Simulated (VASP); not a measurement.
Input of a VASP 6.6.1 run:

INCAR

```
PREC     = Accurate       # precision mode
ENCUT    = 520            # plane-wave cutoff, eV
EDIFF    = 1E-6           # SCF threshold, eV
ISMEAR   = 0              # smearing method
SIGMA    = 0.01           # smearing width, eV
LREAL    = F              # projectors in reciprocal space
LASPH    = T              # aspherical terms in the spheres
NELM     = 150            # most SCF steps
ALGO     = Normal         # electronic algorithm
ISIF     = 2              # what is computed and relaxed
LWAVE    = F              # write WAVECAR
LCHARG   = F              # write CHGCAR
LNONCOLLINEAR= T              # non-collinear magnetism
MAGMOM   = 0 0 0          # initial moments
LORBIT   = 11             # projections on sites
LSORBIT  = T              # spin-orbit coupling
GGA_COMPAT= F            
LORBMOM  = T            
NBANDS   = 17             # bands
```

Contents of KPOINTS:

```
regular mesh
0
Gamma
  7 7 7
```

File POSCAR:

```
Te
1.0
    2.3059043427      1.3313144930      1.6909537039
   -2.3059043427      1.3313144930      1.6909537039
    0.0000000000     -2.6626289860      1.6909537039
Te
1
Direct
    0.5000000000      0.5000000000      0.5000000000
```

Potentials or basis: VASP PAW LDA potentials, release 64 (Te).

Run with:

```sh
$ cat potpaw_LDA.64/Te/POTCAR > POTCAR
$ mpirun -np 1 vasp_ncl > vasp.out
```

Q: Predict the pressure.

A: -1.0 GPa.

Q: Predict the net moment.

A: 0.00 μB per cell.

Moments on the atoms (μB; x, y, z):
```
Te  0.00 0.00 0.00
```
